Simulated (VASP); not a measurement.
# BN (P6_3/mmc) in VASP: a series of runs

The runs below take BN through single point, with PBEsol.

Everything below comes from runs of VASP 6.6.1. Logs are shortened: lines on timing, memory, paths and dates and some standing lists are left out, and cuts for length are marked.

## Step 1: The cell of the first run

Symmetry: P6_3/mmc, No. 194, hexagonal system. The conventional cell has a = 2.503 Å, b = 2.503 Å, c = 7.205 Å, α = 90.00°, β = 90.00°, γ = 120.00°. B (site symmetry -6m2) has 3 N at 1.45 Å within 1.9 Å. N (site symmetry -6m2) has 3 B at 1.45 Å within 1.9 Å.

## Step 2: Single point, PBEsol (volume 9.776 Å^3 an atom, c/a of the conventional cell 2.8780)

INCAR reads:

```
ALGO = Normal ; EDIFF = 1E-7
ENCUT = 520 ; GGA = PS
ISIF = 2 ; ISMEAR = 0
LASPH = T ; LCHARG = F
LREAL = F ; LWAVE = F
NBANDS = 16 ; NELM = 100
PREC = Accurate ; SIGMA = 0.05
```

KPOINTS reads:

```
k-points
0
Gamma
  12 12 4
```

POSCAR reads:

```
BN
1.0
    2.5034173299      0.0000000000      0.0000000000
   -1.2517086650      2.1680230040      0.0000000000
    0.0000000000      0.0000000000      7.2048350755
B N
2 2
Direct
    0.3333333333      0.6666666667      0.2500000000
    0.6666666667      0.3333333333      0.7500000000
    0.3333333333      0.6666666667      0.7500000000
    0.6666666667      0.3333333333      0.2500000000
```

Potentials or basis: VASP PAW PBE potentials, release 64 (B, N).

Command:

```
cat potpaw_PBE.64/B/POTCAR potpaw_PBE.64/N/POTCAR > POTCAR
mpirun -np 1 vasp_std > vasp.out
```

OUTCAR:

```text
EDIFF = 1E-7
   ENCUT = 520
   GGA = PS
   ISIF = 2
   ISMEAR = 0
   LASPH = T
   LREAL = F
   NELM = 100
   PREC = Accurate

 ion  position               nearest neighbor table
   1  0.333  0.667  0.250-   4 1.45   4 1.45   4 1.45
   2  0.667  0.333  0.750-   3 1.45   3 1.45   3 1.45
   3  0.333  0.667  0.750-   2 1.45   2 1.45   2 1.45
   4  0.667  0.333  0.250-   1 1.45   1 1.45   1 1.45

  LATTYP: Found a hexagonal cell.
 ALAT       =     2.5034173299
 C/A-ratio  =     2.8780000000

  Lattice vectors:

 A1 = (   2.5034173299,   0.0000000000,   0.0000000000)
 A2 = (  -1.2517086650,   2.1680230040,   0.0000000000)
 A3 = (   0.0000000000,   0.0000000000,   7.2048350755)

Analysis of symmetry for initial positions (statically):
=====================================================================
 Subroutine PRICEL returns:
 Original cell was already a primitive cell.

 Routine SETGRP: Setting up the symmetry group for a
 hexagonal supercell.

 Subroutine GETGRP returns: Found 24 space group operations
 (whereof 12 operations were pure point group operations)
 out of a pool of 24 trial point group operations.

The static configuration has the point symmetry D_3d.
 The point group associated with its full space group is D_6h.

Analysis of symmetry for dynamics (positions and initial velocities):
=====================================================================
 Subroutine PRICEL returns:
 Original cell was already a primitive cell.

 Routine SETGRP: Setting up the symmetry group for a
 hexagonal supercell.

 Subroutine GETGRP returns: Found 24 space group operations
 (whereof 12 operations were pure point group operations)
 out of a pool of 24 trial point group operations.

The dynamic configuration has the point symmetry D_3d.
 The point group associated with its full space group is D_6h.

 Subroutine INISYM returns: Found 24 space group operations
 (whereof 12 operations are pure point group operations),
 and found     1 'primitive' translations

----------------------------------------------------------------------------------------

                                     Primitive cell

  volume of cell :      39.1040

  direct lattice vectors                    reciprocal lattice vectors
     2.503417330  0.000000000  0.000000000     0.399453974  0.230624859  0.000000000
    -1.251708665  2.168023004  0.000000000     0.000000000  0.461249718  0.000000000
     0.000000000  0.000000000  7.204835076     0.000000000  0.000000000  0.138795682

  length of vectors
     2.503417330  2.503417330  7.204835076     0.461249718  0.461249718  0.138795682

  position of ions in fractional coordinates (direct lattice)
     0.333333333  0.666666667  0.250000000
     0.666666667  0.333333333  0.750000000
     0.333333333  0.666666667  0.750000000
     0.666666667  0.333333333  0.250000000

  ion indices of the primitive-cell ions
   primitive index   ion index
                 1           1
                 2           2
                 3           3
                 4           4

----------------------------------------------------------------------------------------

 KPOINTS: k-points

Automatic generation of k-mesh.
 Grid dimensions read from file:
 generate k-points for:   12   12    4

 Generating k-lattice:

  Cartesian coordinates                     Fractional coordinates (reciprocal lattice)
     0.033287831  0.019218738  0.000000000     0.083333333  0.000000000  0.000000000
     0.000000000  0.038437477  0.000000000     0.000000000  0.083333333  0.000000000
     0.000000000  0.000000000  0.034698921     0.000000000  0.000000000  0.250000000

  Length of vectors
     0.038437477  0.038437477  0.034698921

  Shift w.r.t. Gamma in fractional coordinates (k-lattice)
     0.000000000  0.000000000  0.000000000

 Subroutine IBZKPT returns following result:
 ===========================================

 Found     57 irreducible k-points:

 Following reciprocal coordinates:
            Coordinates               Weight
  0.000000  0.000000  0.000000      1.000000
  0.083333  0.000000  0.000000      6.000000
  0.166667  0.000000  0.000000      6.000000
  0.250000  0.000000  0.000000      6.000000
  0.333333  0.000000  0.000000      6.000000
  0.416667  0.000000  0.000000      6.000000
[... 16 lines left out ...]
  0.250000  0.000000  0.250000     12.000000
  0.333333  0.000000  0.250000     12.000000
 [... further k-points ...]
   k-points           NKPTS =     57   k-points in BZ     NKDIM =     57   number of bands    NBANDS=     16
   number of dos      NEDOS =    301   number of ions     NIONS =      4
   total plane-waves  NPLWV =  21600
   dimension x,y,z NGX =    20 NGY =   20 NGZ =   54
   dimension x,y,z NGXF=    40 NGYF=   40 NGZF=  108
   ions per type =               2   2
   NGX,Y,Z   is equivalent  to a cutoff of  13.28, 13.28, 12.46 a.u.
   NGXF,Y,Z  is equivalent  to a cutoff of  26.56, 26.56, 24.92 a.u.
 SYSTEM =  unknown system
   PREC   = accura    normal or accurate (medium, high low for compatibility)
   ISTART =      0    job   : 0-new  1-cont  2-samecut
   ICHARG =      2    charge: 1-file 2-atom 10-const
   ISPIN  =      1    spin polarized calculation?
   LNONCOLLINEAR =      F non collinear calculations
   LSORBIT =      F    spin-orbit coupling
   LASPH  =      T    aspherical Exc in radial PAW
   ENCUT  =  520.0 eV  38.22 Ry    6.18 a.u.   4.65  4.65 13.40*2*pi/ulx,y,z
   NELM   =    100;   NELMIN=  2; NELMDL= -5     # of ELM steps
   EDIFF  = 0.1E-06   stopping-criterion for ELM
   LREAL  =      F    real-space projection
   EDIFFG = 0.1E-05   stopping-criterion for IOM
   NSW    =      0    number of steps for IOM
   IBRION =     -1    ionic relax: 0-MD 1-quasi-New 2-CG
   NFREE  =      0    steps in history (QN), initial steepest desc. (CG)
   ISIF   =      2    stress and relaxation
   ISYM   =      2    0-nonsym 1-usesym 2-fastsym
   POTIM  = 0.5000    time-step for ionic-motion
   TEBEG  =    0.0;   TEEND  =   0.0 temperature during run
   PSTRESS=    0.0 pullay stress
   NELECT =      16.0000    total number of electrons
   NUPDOWN=      -1.0000    fix difference up-down
   EMIN   =  10.00;   EMAX   =-10.00  energy-range for DOS
   EFERMI =   0.00;   METHOD = LEGACY
   ISMEAR =     0;   SIGMA  =   0.05  broadening in eV -4-tet -1-fermi 0-gaus
   EFERMI_NEDOS =   21; number of points for ismear=-14 and -15
   IALGO  =     38    algorithm
   IMIX   =      4    mixing-type and parameters
     AMIX     =   0.40;   BMIX     =  1.00
     AMIX_MAG =   1.60;   BMIX_MAG =  1.00
  volume/ion in A,a.u.               =       9.78        65.97
  Fermi-wavevector in a.u.,A,eV,Ry     =   1.215368  2.296712 20.097426  1.477119
  Thomas-Fermi vector in A             =   2.350757
   LORBIT       =      0    0 simple, 1 ext, 2 COOP (PROOUT), +10 PAW based schemes
   GGA     = PS    functional components
   LHFCALC =     F    Hartree Fock is set to
   AEXX    =    0.0000 exact exchange contribution
   IVDW    =     0    specifies the selected vdW correction
   LEPSILON=     F    determine dielectric tensor
   LRPA    =     F    only Hartree local field effects (RPA)
 non-spin polarized calculation
 Gauss-broadening in eV      SIGMA  =   0.05
  energy-cutoff  :      520.00
  volume of cell :       39.10
 maximum number of plane-waves:      1070
 NGX is ok and might be reduce to    20
   NGX =  9   NGY =  9   NGZ = 27

 number of electron      15.9999998 magnetization

 Free energy of the ion-electron system (eV)
  ---------------------------------------------------
  ext. energy  EPLUGINS =         0.00000000
  ---------------------------------------------------
  free energy    TOTEN  =       -36.57028166 eV

  energy without entropy =      -36.57028166  energy(sigma->0) =      -36.57028166

 E-fermi :   1.8726     XC(G=0):  -9.7497

 val. band max:        1.5693473494   @ k =   0.3333   0.3333   0.5000
 cond. band min:       5.8734757649   @ k =   0.5000   0.0000   0.0000
 fundamental gap:      4.3041284155
 Fermi energy:         1.8726110749

 k-point     1 :       0.0000    0.0000    0.0000
  band No.  band energies     occupation
      1     -16.1317      2.00000
      2     -15.9735      2.00000
      3      -4.4041      2.00000
      4      -2.9659      2.00000
      5       0.2609      2.00000
      6       0.2609      2.00000
[... 8 lines left out ...]
     15      13.2348      0.00000
     16      14.4459      0.00000

 k-point     2 :       0.0833    0.0000    0.0000
  band No.  band energies     occupation
      1     -15.9962      2.00000
      2     -15.8407      2.00000
      3      -4.2179      2.00000
      4      -2.7938      2.00000
      5      -0.2980      2.00000
      6      -0.2884      2.00000
[... 8 lines left out ...]
     15      13.7761      0.00000
     16      13.9765      0.00000

 k-point     3 :       0.1667    0.0000    0.0000
  band No.  band energies     occupation
      1     -15.5965      2.00000
      2     -15.4491      2.00000
      3      -3.6661      2.00000
      4      -2.2867      2.00000
      5      -1.7154      2.00000
      6      -1.7035      2.00000
[... 8 lines left out ...]
     15      15.3143      0.00000
     16      15.3756      0.00000

 k-point     4 :       0.2500    0.0000    0.0000
  band No.  band energies     occupation
      1     -14.9593      2.00000
      2     -14.8260      2.00000
      3      -3.5155      2.00000
      4      -3.4922      2.00000
      5      -2.7745      2.00000
      6      -1.4792      2.00000
[... 8 lines left out ...]
     15      16.1629      0.00000
     16      17.5944      0.00000
[... 324 lines left out ...]
 k-point    22 :       0.1667    0.0000    0.2500
  band No.  band energies     occupation
      1     -15.5756      2.00000
      2     -15.4714      2.00000
      3      -3.4941      2.00000
      4      -2.5309      2.00000
      5      -1.7099      2.00000
      6      -1.6981      2.00000
[... 8 lines left out ...]
     15      15.3232      0.00000
     16      15.3665      0.00000

 k-point    23 :       0.2500    0.0000    0.2500
  band No.  band energies     occupation
      1     -14.9403      2.00000
      2     -14.8460      2.00000
      3      -3.5172      2.00000
      4      -3.4990      2.00000
      5      -2.6029      2.00000
      6      -1.6952      2.00000
[... 8 lines left out ...]
     15      17.3419      0.00000
     16      17.6009      0.00000

 k-point    24 :       0.3333    0.0000    0.2500
  band No.  band energies     occupation
      1     -14.1354      2.00000
      2     -14.0568      2.00000
      3      -5.3074      2.00000
      4      -5.2819      2.00000
      5      -2.0010      2.00000
      6      -1.9813      2.00000
[... 8 lines left out ...]
     15      17.8414      0.00000
     16      19.7716      0.00000

 [... further k-points ...]
[... 5 lines left out ...]
  --------------------------------------------------------------------------------------
  -------------------------------------------------------------------------------------
  Total        0.1985209      0.1985209     -0.0772070     -0.0000000     -0.0000000      0.0000000
  in kB        8.1338395      8.1338395     -3.1633395     -0.0000000     -0.0000000      0.0000000
  external PRESSURE =       4.3681132 kB  Pullay stress =       0.0000000 kB

 VOLUME and BASIS-vectors are now :
 -----------------------------------------------------------------------------
  energy-cutoff  :      520.00
  volume of cell :       39.10
      direct lattice vectors                 reciprocal lattice vectors
     2.503417330  0.000000000  0.000000000     0.399453974  0.230624859  0.000000000
    -1.251708665  2.168023004  0.000000000     0.000000000  0.461249718  0.000000000
     0.000000000  0.000000000  7.204835076     0.000000000  0.000000000  0.138795682

 POSITION                                       TOTAL-FORCE (eV/Angst)
 -----------------------------------------------------------------------------------
     -0.00000      1.44535      1.80121        -0.000000      0.000000      0.000000
      1.25171      0.72267      5.40363        -0.000000     -0.000000      0.000000
     -0.00000      1.44535      5.40363         0.000000      0.000000      0.000000
      1.25171      0.72267      1.80121         0.000000      0.000000      0.000000
 -----------------------------------------------------------------------------------
    total drift:                               -0.000000      0.000000     -0.000000

  FREE ENERGIE OF THE ION-ELECTRON SYSTEM (eV)
  ---------------------------------------------------
  free  energy   TOTEN  =       -36.5702816589 eV

  energy  without entropy=      -36.5702816589  energy(sigma->0) =      -36.57028166
```

Wall time 50 s (1 thread of Intel Xeon 8259CL, shared host); peak memory 0.17 GiB.

What came out:

| Item | Value |
| --- | --- |
| Free energy | -36.5703 eV |
| Pressure | 0.4 GPa |
| Band gap on the k mesh | 4.30 eV, indirect (least direct gap 4.61 eV) |

Stress tensor (GPa, compression positive):
```
 0.81  0.00  0.00
 0.00  0.81  0.00
 0.00  0.00 -0.32
```

Levels at points of the mesh, in eV from the valence-band top:
```tsv
k point	band 6	band 7	band 8	band 9	band 10	band 11
(0.00, 0.00, 0.00)	-1.31	-1.29	-1.29	4.66	9.21	11.53
(0.50, 0.00, 0.00)	-4.10	-1.25	-0.60	4.30	5.29	9.42
(0.00, 0.00, 0.50)	-1.30	-1.30	-1.30	6.62	6.62	11.56
(0.50, 0.00, 0.50)	-4.12	-0.92	-0.92	4.68	4.68	9.80
```

Caveat: the PAW data sets were made with another functional, which shifts forces and pressure a little; this functional lacks dispersion, which binds the layers, so the pressure and a relaxed spacing across them are unreliable. A k mesh can miss the band edges.

[end of part 1 of 2]
